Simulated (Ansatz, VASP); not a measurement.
# Rh: VASP beside Ansatz

Contents of POSCAR:

```
Rh
1.0
    0.0000000000      2.6574916968      2.6574916968
    2.6574916968      0.0000000000      2.6574916968
    2.6574916968      2.6574916968      0.0000000000
Rh
2
Direct
    0.1250000000      0.1250000000      0.1250000000
    0.8750000000      0.8750000000      0.8750000000
```

File INCAR.step1:

```
PREC = Accurate
ENCUT = 520
ISMEAR = -1
SIGMA = 0.1
LREAL = False
LASPH = True
NELM = 80
NBANDS = 22
GGA = PE
ALGO = Normal
EDIFF = 1E-4
LWAVE = True
LCHARG = False
```

Contents of INCAR.step2:

```
PREC = Accurate
ENCUT = 520
EDIFF = 1E-7
ISMEAR = -1
SIGMA = 0.1
LREAL = False
LASPH = True
NELM = 80
ALGO = Normal
ISIF = 2
LWAVE = False
LCHARG = True
METAGGA = R2SCAN
LMIXTAU = True
LELF = True
LVHAR = True
NBANDS = 22
ISTART = 1
```

The input KPOINTS:

```
Automatic mesh
0
Gamma
  11 11 11
```

Input for Ansatz:

```yaml
crystal:
  lattice:
    - [0.0, 2.6574916968, 2.6574916968]
    - [2.6574916968, 0.0, 2.6574916968]
    - [2.6574916968, 2.6574916968, 0.0]
  atoms:
    - { symbol: Rh, position: [0.125, 0.125, 0.125] }
    - { symbol: Rh, position: [0.875, 0.875, 0.875] }
hamiltonian:
  xc: r2scan
  pseudopotentials:
    kind: paw
    azcp:
      Rh: "pseudopotentials/Rh.paw.azcp"
basis:
  ecutwfc: 500
  fft_grid_basis: typed
kpoints:
  mp_grid: { grid: [11, 11, 11], shift: [0, 0, 0] }
magnetization:
  spin_polarized: false
scf:
  occupations: { method: fermi_dirac, width: 0.1 }
  lower_state_search: "off"
output:
  stress: true
```

Alike in both runs: task single point; functional r2SCAN; k mesh 11 × 11 × 11; occupations fermi-dirac, width 0.1 eV; no spin polarisation.

|  | VASP | Ansatz |
| --- | --- | --- |
| version | VASP 6.6.1 | Ansatz 0.2.0 |
| potentials or method | VASP PAW PBE potentials, release 64 (Rh_pv), cutoff 520 eV | plane waves (500 eV) with PAW, scalar-relativistic |
| valence electrons in the cell | 30 | 34 |

```tsv
	VASP	Ansatz	Ansatz less VASP
pressure (GPa)	15.5	14.6	-0.90
```

VASP's potentials were made for PBE, not for r2SCAN. VASP's potentials hold 30 valence electrons a cell and Ansatz's 34, so a difference there can come from the potentials and not from the codes.
